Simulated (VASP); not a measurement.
Here is a VASP 6.6.1 calculation.

The input INCAR:

```
ALGO     = Normal         # electronic algorithm
DIPOL    = 0.5 0.5 0.378
EDIFF    = 1E-6           # SCF threshold, eV
ENCUT    = 400            # plane-wave cutoff, eV
GGA      = PE             # functional
GGA_COMPAT= False        
IDIPOL   = 3            
ISIF     = 2              # what is computed and relaxed
ISMEAR   = 0              # smearing method
IVDW     = 12             # dispersion correction
LASPH    = True           # aspherical terms in the spheres
LCHARG   = True           # write CHGCAR
LDIPOL   = True         
LELF     = True           # ELF
LREAL    = False          # projectors in reciprocal space
LVACPOTAV= True         
LVHAR    = True         
LWAVE    = False          # write WAVECAR
NBANDS   = 38             # bands
NELM     = 120            # most SCF steps
NELMDL   = -8           
PREC     = Accurate       # precision mode
SIGMA    = 0.05           # smearing width, eV
```

Contents of KPOINTS:

```
k-points
0
Gamma
  9 9 1
```

File POSCAR:

```
Sb
1.0
    4.0686848921      0.0000000000      0.0000000000
   -2.0343424461      3.5235844766      0.0000000000
    0.0000000000      0.0000000000     20.8000277116
Sb
4
Direct
    0.3333333333      0.6666666667      0.2957005117
    0.6666666667      0.3333333333      0.2163458656
    0.6666666667      1.0000000000      0.5390973151
    0.3333333333      1.3333333333      0.4597360128
```

Potentials or basis: VASP PAW PBE potentials, release 64 (Sb_d_GW).

The run is started by

```sh
$ cat potpaw_PBE.64/Sb_d_GW/POTCAR > POTCAR
$ mpirun -np 1 vasp_std > vasp.out
```

(1) Predict the largest force.

(2) Predict the band gap on the k mesh.

(3) Estimate the dispersion energy per atom.

Results:

(1) 0.099 eV/Å.

(2) 0.63 eV (least direct gap 1.16 eV).

(3) -0.306 eV.

Caveat: the cell differs from its parent crystal (layers slid over each other, then relaxed in part); spin-orbit coupling is left out, which moves the levels of the heavy elements.
